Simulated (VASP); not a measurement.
Write the native input for VASP 6.6.1 that does the following.

```yaml
Task: single point
Functional: PBE
Potentials_or_basis: VASP PAW PBE potentials, release 64 (Ga_d, P)
Cutoff: 520 eV
k_mesh: 6 × 6 × 6
Occupations: fermi-dirac, width 0.01 eV
Spin: no spin polarisation
Dipole_correction: no
Further_INCAR_settings: ALGO = Normal; EDIFF = 1e-06; NBANDS = 16
```

The structure of GaP lies in POSCAR:

```
GaP
1.0
    0.0000000000      2.7526980820      2.7526980820
    2.7526980820      0.0000000000      2.7526980820
    2.7526980820      2.7526980820      0.0000000000
Ga P
1 1
Direct
    0.0000000000      0.0000000000      0.0000000000
    0.2500000000      0.2500000000      0.2500000000
```

These files were run (other wordings do the same):

INCAR

```
SYSTEM = GaP
  ALGO = Normal
  EDIFF = 1E-6
  ENCUT = 520
  GGA = PE
  ISIF = 2
  ISMEAR = -1
  LASPH = .TRUE.
  LCHARG = .FALSE.
  LREAL = .FALSE.
  LWAVE = .FALSE.
  NBANDS = 16
  NELM = 60
  PREC = Accurate
  SIGMA = 0.01
```

KPOINTS

```
k-points
0
G
  6 6 6
  0 0 0
```

Potentials or basis: VASP PAW PBE potentials, release 64 (Ga_d, P).

Launch:

```sh
$ cat potpaw_PBE.64/Ga_d/POTCAR potpaw_PBE.64/P/POTCAR > POTCAR
$ mpirun -np 1 vasp_std > vasp.out
```

It gave:

```yaml
Pressure: 0.0 GPa
Band_gap_on_the_k_mesh: 1.58 eV, direct
```

Wall time 6.4 s on 1 thread of AMD EPYC 9R45 96-Core Processor (Zen 5), with other jobs on the host, peak memory 0.14 GiB.
